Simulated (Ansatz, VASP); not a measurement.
## Two plane-wave programs on Hf2N

Contents of INCAR:

```
  PREC = Accurate
  ENCUT = 600
  EDIFF = 1E-6
  ISMEAR = 0
  SIGMA = 0.1
  LREAL = False
  LASPH = True
  NELM = 100
  ALGO = Normal
  ISIF = 3
  LWAVE = False
  LCHARG = False
  GGA = PS
  IBRION = 2
  NSW = 80
  EDIFFG = -0.01
```

The input KPOINTS:

```
regular mesh
0
Gamma
  4 4 8
```

The input POSCAR:

```
Hf2N
1.0
    5.3131240200      0.0000000000      0.0000000000
    0.0000000000      5.3131240200      0.0000000000
    0.0000000000      0.0000000000      3.2420983900
Hf N
4 2
Direct
    0.2955363700      0.2955363700      0.0000000000
    0.7044636300      0.7044636300      0.0000000000
    0.7955363700      0.2044636300      0.5000000000
    0.2044636300      0.7955363700      0.5000000000
    0.0000000000      0.0000000000      0.0000000000
    0.5000000000      0.5000000000      0.5000000000
```

Input for Ansatz:

```yaml
crystal:
  lattice:
    - [5.31312402, 0.0, 0.0]
    - [0.0, 5.31312402, 0.0]
    - [0.0, 0.0, 3.24209839]
  atoms:
    - { symbol: Hf, position: [0.29553637, 0.29553637, 0.0] }
    - { symbol: Hf, position: [0.70446363, 0.70446363, 0.0] }
    - { symbol: Hf, position: [0.79553637, 0.20446363, 0.5] }
    - { symbol: Hf, position: [0.20446363, 0.79553637, 0.5] }
    - { symbol: "N", position: [0.0, 0.0, 0.0] }
    - { symbol: "N", position: [0.5, 0.5, 0.5] }
basis:
  ecutwfc: 420
kpoints:
  mp_grid: { grid: [4, 4, 8] }
hamiltonian:
  xc: pbesol
scf:
  occupations: { method: gaussian, width: 0.1 }
output:
  forces: true
  stress: true
  eigenvalues: true
relax:
  adjacent_minimum: "off"
  f_tol: 0.01
  max_steps: 60
  cell: { stress_tol: 0.05 }
```

Alike in both runs: task relaxation of cell and atoms; functional PBEsol; k mesh 4 × 4 × 8; occupations gaussian, width 0.1 eV; no spin polarisation.

|  | VASP | Ansatz |
| --- | --- | --- |
| version | VASP 6.6.1 | Ansatz 0.2.0 |
| potentials or method | VASP PAW PBE potentials, release 64 (Hf_pv, N), cutoff 600 eV | scalar-relativistic, plane waves, PAW |
| valence electrons in the cell | 50 | 114 |

VASP gave:

```
gap on the k mesh at the Fermi level, each at its own relaxed structure (eV) : none
relaxed volume (Å³/atom)                                                     : 15.02
relaxed cell length with the largest relative difference (Å)                 : 3.221
```

Problem. What did Ansatz give for the same quantities?

Solution. gap on the k mesh at the Fermi level, each at its own relaxed structure (eV): none; relaxed volume (Å³/atom): 15.09; relaxed cell length with the largest relative difference (Å): 3.227.

VASP's potentials were made for PBE, not for PBEsol. A gap of «none» marks a metal or a gap that the smearing closes. VASP's potentials hold 50 valence electrons a cell and Ansatz's 114, so a difference there can come from the potentials and not from the codes.

Neither program's run includes spin-orbit coupling.
